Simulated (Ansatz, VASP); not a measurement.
## Two plane-wave programs on InSb

File INCAR:

```
SYSTEM = InSb
  PREC = Accurate
  ENCUT = 520
  EDIFF = 1E-6
  ISMEAR = 0
  SIGMA = 0.15
  LREAL = .FALSE.
  LASPH = .TRUE.
  NELM = 80
  ALGO = Fast
  ISIF = 2
  LWAVE = .FALSE.
  LCHARG = .FALSE.
  GGA = PS
  NBANDS = 16
```

Contents of KPOINTS:

```
Automatic mesh
0
G
  24 24 24
  0 0 0
```

POSCAR

```
InSb
1.0
   -3.0642955528      3.0642955528      1.4221651532
    3.0642955528     -3.0642955528      1.4221651532
    3.0642955528      3.0642955528     -1.4221651532
In Sb
1 1
Direct
    0.2500000000      0.7500000000      0.5000000000
    0.0000000000      0.0000000000      0.0000000000
```

Input for Ansatz:

```yaml
crystal:
  lattice:
    - [-3.0642955528, 3.0642955528, 1.4221651532]
    - [3.0642955528, -3.0642955528, 1.4221651532]
    - [3.0642955528, 3.0642955528, -1.4221651532]
  atoms:
    - { symbol: In, position: [0.25, 0.75, 0.5] }
    - { symbol: Sb, position: [0.0, 0.0, 0.0] }
basis:
  ecutwfc: 420
kpoints:
  mp_grid: { grid: [24, 24, 24] }
hamiltonian:
  xc: pbesol
scf:
  occupations: { method: gaussian, width: 0.15 }
output:
  forces: true
  stress: true
  eigenvalues: true
```

Alike in both runs: task single point; functional PBEsol; k mesh 24 × 24 × 24; occupations gaussian, width 0.15 eV; no spin polarisation.

|  | VASP | Ansatz |
| --- | --- | --- |
| version | VASP 6.6.1 | Ansatz 0.2.0 |
| potentials or method | VASP PAW PBE potentials, release 64 (In_d, Sb), cutoff 520 eV | scalar-relativistic, plane waves, PAW |
| valence electrons in the cell | 18 | 28 |

Ansatz gave:

- gap on the k mesh at the Fermi level (eV): none
- pressure (GPa): 2.4
- traceless stress, the component that is largest in VASP (GPa): 9.08

Task: Which values does VASP return?

Result: gap on the k mesh at the Fermi level (eV): none; pressure (GPa): 2.5; traceless stress, the component that is largest in VASP (GPa): 9.20.

VASP's potentials were made for PBE, not for PBEsol. A gap of «none» marks a metal or a gap that the smearing closes. VASP's potentials hold 18 valence electrons a cell and Ansatz's 28, so a difference there can come from the potentials and not from the codes.

Spin-orbit coupling is off throughout.
